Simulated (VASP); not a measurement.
# LiSe3 (Cmcm) in VASP: single point with PBE

Aim: the single point of LiSe3 with PBE.

Everything below comes from runs of VASP 6.6.1. Logs are shortened: lines on timing, memory, paths and dates and some standing lists are left out, and cuts for length are marked.

## 1. The cell of the first run

Symmetry: Cmcm, No. 63, orthorhombic system. Conventional cell: a = 11.353 Å, b = 6.918 Å, c = 10.161 Å, α = 90.00°, β = 90.00°, γ = 90.00°. Within 3.5 Å of Li (site symmetry m) lie 6 Se at 2.62 to 2.74 Å. Within 3.0 Å of Se (site symmetry 1) lie 2 Se at 2.28 to 2.96 Å and 2 Li at 2.65 to 2.74 Å. Se (site symmetry m) has 1 Se at 2.31 Å and 2 Li at 2.62 Å within 3.1 Å.

## 2. Single point, PBE

Contents of INCAR:

```
SYSTEM = LiSe3
  PREC = Accurate
  ENCUT = 520
  EDIFF = 1E-7
  ISMEAR = 0
  SIGMA = 0.1
  LREAL = Auto
  LASPH = .True.
  NELM = 60
  ALGO = Normal
  ISIF = 2
  LWAVE = .False.
  LCHARG = .False.
  GGA = PE
  NBANDS = 56
```

Contents of KPOINTS:

```
regular mesh
0
Gamma
  3 3 4
  0 0 0
```

Contents of POSCAR:

```
LiSe3
1.0
    5.6765871100     -3.4590983321      0.0000000000
    5.6765871100      3.4590983321      0.0000000000
    0.0000000000      0.0000000000     10.1607383635
Li Se
4 12
Direct
    0.0000619528      0.6532498623      0.7500000000
    0.3467501377     -0.0000619528      0.7500000000
   -0.0000619528      0.3467501377      0.2500000000
    0.6532498623      0.0000619528      0.2500000000
   -0.0354161976      0.2957146638      0.6376704473
    0.3602459260      0.6397540740      0.6362984256
    0.7042853362      0.0354161976      0.6376704473
    0.6397540740      0.3602459260      0.3637015744
    0.0354161976      0.7042853362      0.3623295527
    0.2957146638     -0.0354161976      0.3623295527
    0.6397540740      0.3602459260      0.1362984256
    0.0354161976      0.7042853362      0.1376704473
    0.2957146638     -0.0354161976      0.1376704473
   -0.0354161976      0.2957146638      0.8623295527
    0.3602459260      0.6397540740      0.8637015744
    0.7042853362      0.0354161976      0.8623295527
```

Potentials or basis: VASP PAW PBE potentials, release 64 (Li_sv, Se).

Command:

```bash
> cat potpaw_PBE.64/Li_sv/POTCAR potpaw_PBE.64/Se/POTCAR > POTCAR
> mpirun -np 1 vasp_std > vasp.out
```

OUTCAR:

```text
SYSTEM = LiSe3
   PREC = Accurate
   ENCUT = 520
   EDIFF = 1E-7
   ISMEAR = 0
   LREAL = Auto
   LASPH = .True.
   NELM = 60
   ISIF = 2
   GGA = PE

 ion  position               nearest neighbor table
   1  0.000  0.653  0.750-   6 2.62  15 2.62   7 2.65  16 2.65
   2  0.347  1.000  0.750-   6 2.62  15 2.62  14 2.65   5 2.65
   3  1.000  0.347  0.250-   8 2.62  11 2.62  10 2.65  13 2.65
   4  0.653  0.000  0.250-   8 2.62  11 2.62   9 2.65  12 2.65
   5  0.965  0.296  0.638-  14 2.28   2 2.65
   6  0.360  0.640  0.636-  15 2.31   2 2.62   1 2.62
   7  0.704  0.035  0.638-  16 2.28   1 2.65
   8  0.640  0.360  0.364-  11 2.31   4 2.62   3 2.62
   9  0.035  0.704  0.362-  12 2.28   4 2.65
  10  0.296  0.965  0.362-  13 2.28   3 2.65
  11  0.640  0.360  0.136-   8 2.31   4 2.62   3 2.62
  12  0.035  0.704  0.138-   9 2.28   4 2.65
  13  0.296  0.965  0.138-  10 2.28   3 2.65
  14  0.965  0.296  0.862-   5 2.28   2 2.65
  15  0.360  0.640  0.864-   6 2.31   2 2.62   1 2.62
  16  0.704  0.035  0.862-   7 2.28   1 2.65

  LATTYP: Found a base centered orthorhombic cell.
 ALAT       =     6.9181966642
 B/A-ratio  =     1.6410597691
 C/A-ratio  =     1.4686975316

  Lattice vectors:

 A1 = (  -5.6765871100,  -3.4590983321,   0.0000000000)
 A2 = (   5.6765871100,  -3.4590983321,   0.0000000000)
 A3 = (   0.0000000000,   0.0000000000,  10.1607383635)

Analysis of symmetry for initial positions (statically):
=====================================================================
 Subroutine PRICEL returns:
 Original cell was already a primitive cell.

 Routine SETGRP: Setting up the symmetry group for a
 base centered orthorhombic supercell.

 Subroutine GETGRP returns: Found  8 space group operations
 (whereof  4 operations were pure point group operations)
 out of a pool of  8 trial point group operations.

The static configuration has the point symmetry C_2h.
 The point group associated with its full space group is D_2h.

Analysis of symmetry for dynamics (positions and initial velocities):
=====================================================================
 Subroutine PRICEL returns:
 Original cell was already a primitive cell.

 Routine SETGRP: Setting up the symmetry group for a
 base centered orthorhombic supercell.

 Subroutine GETGRP returns: Found  8 space group operations
 (whereof  4 operations were pure point group operations)
 out of a pool of  8 trial point group operations.

The dynamic configuration has the point symmetry C_2h.
 The point group associated with its full space group is D_2h.

 Subroutine INISYM returns: Found  8 space group operations
 (whereof  4 operations are pure point group operations),
 and found     1 'primitive' translations

----------------------------------------------------------------------------------------

                                     Primitive cell

  volume of cell :     399.0299

  direct lattice vectors                    reciprocal lattice vectors
     5.676587110 -3.459098332  0.000000000     0.088081094 -0.144546339  0.000000000
     5.676587110  3.459098332  0.000000000     0.088081094  0.144546339  0.000000000
     0.000000000  0.000000000 10.160738364     0.000000000  0.000000000  0.098418044

  length of vectors
     6.647480913  6.647480913 10.160738364     0.169268790  0.169268790  0.098418044

  position of ions in fractional coordinates (direct lattice)
     0.000061953  0.653249862  0.750000000
     0.346750138  0.999938047  0.750000000
     0.999938047  0.346750138  0.250000000
     0.653249862  0.000061953  0.250000000
     0.964583802  0.295714664  0.637670447
     0.360245926  0.639754074  0.636298426
[... 8 lines left out ...]
     0.360245926  0.639754074  0.863701574
     0.704285336  0.035416198  0.862329553

  ion indices of the primitive-cell ions
   primitive index   ion index
                 1           1
                 2           2
                 3           3
                 4           4
                 5           5
                 6           6
[... 8 lines left out ...]
                15          15
                16          16

----------------------------------------------------------------------------------------

 KPOINTS: regular mesh

Automatic generation of k-mesh.
 Grid dimensions read from file:
 generate k-points for:    3    3    4

 Generating k-lattice:

  Cartesian coordinates                     Fractional coordinates (reciprocal lattice)
     0.029360365 -0.048182113  0.000000000     0.333333333 -0.000000000  0.000000000
     0.029360365  0.048182113  0.000000000    -0.000000000  0.333333333  0.000000000
     0.000000000  0.000000000  0.024604511     0.000000000  0.000000000  0.250000000

  Length of vectors
     0.056422930  0.056422930  0.024604511

  Shift w.r.t. Gamma in fractional coordinates (k-lattice)
     0.000000000  0.000000000  0.000000000

 Subroutine IBZKPT returns following result:
 ===========================================

 Found     12 irreducible k-points:

 Following reciprocal coordinates:
            Coordinates               Weight
  0.000000  0.000000  0.000000      1.000000
  0.333333  0.000000  0.000000      4.000000
  0.333333  0.333333  0.000000      2.000000
 -0.333333  0.333333  0.000000      2.000000
  0.000000  0.000000  0.250000      2.000000
  0.333333  0.000000  0.250000      8.000000
  0.333333  0.333333  0.250000      4.000000
 -0.333333  0.333333  0.250000      4.000000
  0.000000  0.000000  0.500000      1.000000
  0.333333  0.000000  0.500000      4.000000
  0.333333  0.333333  0.500000      2.000000
 -0.333333  0.333333  0.500000      2.000000
   k-points           NKPTS =     12   k-points in BZ     NKDIM =     12   number of bands    NBANDS=     56
   number of dos      NEDOS =    301   number of ions     NIONS =     16
   total plane-waves  NPLWV = 200000
   dimension x,y,z NGX =    50 NGY =   50 NGZ =   80
   dimension x,y,z NGXF=   100 NGYF=  100 NGZF=  160
   ions per type =               4  12
   NGX,Y,Z   is equivalent  to a cutoff of  12.50, 12.50, 13.09 a.u.
   NGXF,Y,Z  is equivalent  to a cutoff of  25.01, 25.01, 26.18 a.u.
 SYSTEM =  LiSe3
   PREC   = accura    normal or accurate (medium, high low for compatibility)
   ISTART =      0    job   : 0-new  1-cont  2-samecut
   ICHARG =      2    charge: 1-file 2-atom 10-const
   ISPIN  =      1    spin polarized calculation?
   LNONCOLLINEAR =      F non collinear calculations
   LSORBIT =      F    spin-orbit coupling
   LASPH  =      T    aspherical Exc in radial PAW
   ENCUT  =  520.0 eV  38.22 Ry    6.18 a.u.  12.36 12.36 18.89*2*pi/ulx,y,z
   NELM   =     60;   NELMIN=  2; NELMDL= -5     # of ELM steps
   EDIFF  = 0.1E-06   stopping-criterion for ELM
   LREAL  =      T    real-space projection
   EDIFFG = 0.1E-05   stopping-criterion for IOM
   NSW    =      0    number of steps for IOM
   IBRION =     -1    ionic relax: 0-MD 1-quasi-New 2-CG
   NFREE  =      0    steps in history (QN), initial steepest desc. (CG)
   ISIF   =      2    stress and relaxation
   ISYM   =      2    0-nonsym 1-usesym 2-fastsym
   POTIM  = 0.5000    time-step for ionic-motion
   TEBEG  =    0.0;   TEEND  =   0.0 temperature during run
   PSTRESS=    0.0 pullay stress
   NELECT =      84.0000    total number of electrons
   NUPDOWN=      -1.0000    fix difference up-down
   EMIN   =  10.00;   EMAX   =-10.00  energy-range for DOS
   EFERMI =   0.00;   METHOD = LEGACY
   ISMEAR =     0;   SIGMA  =   0.10  broadening in eV -4-tet -1-fermi 0-gaus
   EFERMI_NEDOS =   21; number of points for ismear=-14 and -15
   IALGO  =     38    algorithm
   IMIX   =      4    mixing-type and parameters
     AMIX     =   0.40;   BMIX     =  1.00
     AMIX_MAG =   1.60;   BMIX_MAG =  1.00
  volume/ion in A,a.u.               =      24.94       168.30
  Fermi-wavevector in a.u.,A,eV,Ry     =   0.973867  1.840341 12.903983  0.948416
  Thomas-Fermi vector in A             =   2.104280
   LORBIT       =      0    0 simple, 1 ext, 2 COOP (PROOUT), +10 PAW based schemes
   GGA     = PE    functional components
   LHFCALC =     F    Hartree Fock is set to
   AEXX    =    0.0000 exact exchange contribution
   IVDW    =     0    specifies the selected vdW correction
   LEPSILON=     F    determine dielectric tensor
   LRPA    =     F    only Hartree local field effects (RPA)
 non-spin polarized calculation
 Gauss-broadening in eV      SIGMA  =   0.10
  energy-cutoff  :      520.00
  volume of cell :      399.03
 maximum number of plane-waves:     10765
 NGX is ok and might be reduce to    50
   NGX = 25   NGY = 25   NGZ = 37

 number of electron      84.0000017 magnetization

 Free energy of the ion-electron system (eV)
  ---------------------------------------------------
  ext. energy  EPLUGINS =         0.00000000
  ---------------------------------------------------
  free energy    TOTEN  =       -54.94549556 eV

  energy without entropy =      -54.90380159  energy(sigma->0) =      -54.92464857

 E-fermi :   2.1638     XC(G=0):  -8.5229

 val. band max:        2.1059895634   @ k =   0.3333   0.0000   0.0000
 cond. band min:       2.2062240546   @ k =   0.3333   0.0000   0.5000
 fundamental gap:      0.1002344912
 Fermi energy:         2.1638231397

 k-point     1 :       0.0000    0.0000    0.0000
  band No.  band energies     occupation
      1     -43.6862      2.00000
      2     -43.6862      2.00000
      3     -43.6855      2.00000
      4     -43.6855      2.00000
      5     -13.0074      2.00000
      6     -12.7864      2.00000
[... 46 lines left out ...]
     53       5.9437      0.00000
     54       6.1137      0.00000

 k-point     2 :       0.3333    0.0000    0.0000
  band No.  band energies     occupation
      1     -43.6861      2.00000
      2     -43.6861      2.00000
      3     -43.6857      2.00000
      4     -43.6857      2.00000
      5     -12.9177      2.00000
      6     -12.7847      2.00000
[... 46 lines left out ...]
     53       6.8322      0.00000
     54       6.9023      0.00000
[... 511 lines left out ...]
     53       6.8815      0.00000
     54       6.8815      0.00000

 k-point    12 :      -0.3333    0.3333    0.5000
  band No.  band energies     occupation
      1     -43.6859      2.00000
      2     -43.6859      2.00000
      3     -43.6859      2.00000
      4     -43.6859      2.00000
      5     -12.8163      2.00000
      6     -12.8163      2.00000
[... 46 lines left out ...]
     53       6.3923      0.00000
     54       6.3923      0.00000
 [bands above 54 left out]

------------------------ aborting loop because EDIFF is reached ----------------------------------------

  FORCE on cell =-STRESS in cart. coord.  units (eV):
  Direction    XX          YY          ZZ          XY          YZ          ZX
  --------------------------------------------------------------------------------------
  -------------------------------------------------------------------------------------
  Total       -0.0821119     -0.2474919      0.5856849      0.0000000      0.0000000      0.0000000
  in kB       -0.3296943     -0.9937248      2.3516308      0.0000000      0.0000000      0.0000000
  external PRESSURE =       0.3427372 kB  Pullay stress =       0.0000000 kB

 VOLUME and BASIS-vectors are now :
 -----------------------------------------------------------------------------
  energy-cutoff  :      520.00
  volume of cell :      399.03
      direct lattice vectors                 reciprocal lattice vectors
     5.676587110 -3.459098332  0.000000000     0.088081094 -0.144546339  0.000000000
     5.676587110  3.459098332  0.000000000     0.088081094  0.144546339  0.000000000
     0.000000000  0.000000000 10.160738364     0.000000000  0.000000000  0.098418044

 POSITION                                       TOTAL-FORCE (eV/Angst)
 -----------------------------------------------------------------------------------
      3.70858      2.25944      7.62055         0.002441      0.005318     -0.000000
      7.64459      2.25944      7.62055        -0.002441      0.005318      0.000000
      7.64459     -2.25944      2.54018        -0.002441     -0.005318      0.000000
      3.70858     -2.25944      2.54018         0.002441     -0.005318      0.000000
      7.15419     -2.31368      6.47920        -0.005077     -0.014640     -0.032362
      5.67659      0.96685      6.46526        -0.000000     -0.006833     -0.041171
[... 8 lines left out ...]
      5.67659      0.96685      8.77585        -0.000000     -0.006833      0.041171
      4.19898     -2.31368      8.76190         0.005077     -0.014640      0.032362
 -----------------------------------------------------------------------------------
    total drift:                                0.000000     -0.000000     -0.000000

  FREE ENERGIE OF THE ION-ELECTRON SYSTEM (eV)
  ---------------------------------------------------
  free  energy   TOTEN  =       -54.9454955562 eV

  energy  without entropy=      -54.9038015930  energy(sigma->0) =      -54.92464857
```

It took 12 min on 1 thread of Oxide Virtual Turin-like, shared host; peak memory 0.49 GiB.

What came out:

```
Free energy            : -54.9455 eV
Largest force          : 0.042 eV/Å
Band gap on the k mesh : zero (bands 42 and 43 overlap by 0.12 eV)
```

Forces in eV/Å, atoms in the order of the input:
```
Li   0.002  0.005  0.000
Li  -0.002  0.005  0.000
Li  -0.002 -0.005  0.000
Li   0.002 -0.005  0.000
Se  -0.005 -0.015 -0.032
Se   0.000 -0.007 -0.041
Se   0.005 -0.015 -0.032
Se   0.000  0.007  0.041
Se   0.005  0.015  0.032
Se  -0.005  0.015  0.032
Se   0.000  0.007 -0.041
Se   0.005  0.015 -0.032
Se  -0.005  0.015 -0.032
Se  -0.005 -0.015  0.032
Se   0.000 -0.007  0.041
Se   0.005 -0.015  0.032
```

Caveat: the cutoff is under 1.25 times the usual one of these potentials, so pressure, stress and relaxed cells hold a basis-set (Pulay) error.

The gap in the log of VASP goes by the Fermi energy; the results here count the filled bands.